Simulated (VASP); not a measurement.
Wanted: the native input for a VASP 6.6.1 run.

* Task: single point
* Functional: r2SCAN
* Potentials or basis: VASP PAW PBE potentials, release 64 (K_sv, F)
* Cutoff: 520 eV
* k mesh: 8 × 8 × 8
* Occupations: gaussian, width 0.01 eV
* Spin: no spin polarisation
* Dipole correction: no
* Further INCAR settings: ALGO = Normal; EDIFF = 1e-06; NBANDS = 15

The system is KF.

```
K F
1.0
     0.00000    2.53745    2.53745
     2.53745    0.00000    2.53745
     2.53745    2.53745    0.00000
K F
1 1
Direct
  0.00000 0.00000 0.00000
  0.50000 0.50000 0.50000
```

This cell differs from its parent crystal: strain -4.6%.

These files were run (other wordings do the same):

POSCAR

```
KF
1.0
    0.0000000000      2.5374460657      2.5374460657
    2.5374460657      0.0000000000      2.5374460657
    2.5374460657      2.5374460657      0.0000000000
K F
1 1
Direct
    0.0000000000      0.0000000000      0.0000000000
    0.5000000000      0.5000000000      0.5000000000
```

INCAR.step1

```
SYSTEM = KF
ALGO = Normal
EDIFF = 1E-4
ENCUT = 520
GGA = PE
ISMEAR = 0
LASPH = .TRUE.
LCHARG = .FALSE.
LREAL = .FALSE.
LWAVE = .TRUE.
NBANDS = 15
NELM = 60
PREC = Accurate
SIGMA = 0.01
```

INCAR.step2

```
SYSTEM = KF
ALGO = Normal
EDIFF = 1E-6
ENCUT = 520
ISIF = 2
ISMEAR = 0
ISTART = 1
LASPH = .TRUE.
LCHARG = .FALSE.
LMIXTAU = .TRUE.
LREAL = .FALSE.
LWAVE = .FALSE.
METAGGA = R2SCAN
NBANDS = 15
NELM = 60
PREC = Accurate
SIGMA = 0.01
```

KPOINTS

```
k-points
0
G
  8 8 8
  0 0 0
```

Potentials or basis: VASP PAW PBE potentials, release 64 (K_sv, F).

The run is started by

```sh
$ cat potpaw_PBE.64/K_sv/POTCAR potpaw_PBE.64/F/POTCAR > POTCAR
$ cp INCAR.step1 INCAR
$ mpirun -np 1 vasp_std > vasp.out
$ cp INCAR.step2 INCAR
$ mpirun -np 1 vasp_std > vasp.out
```

Results of the run:

- Pressure: 7.1 GPa
- Band gap on the k mesh: 7.74 eV, direct

Caveat: the cell differs from its parent crystal (strain -4.6%); the PAW data sets were made with another functional, which shifts forces and pressure a little.

Run time: 40 s on 1 thread of Intel(R) Xeon(R) Platinum 8488C (Sapphire Rapids), on a shared host, peak memory 0.16 GiB.
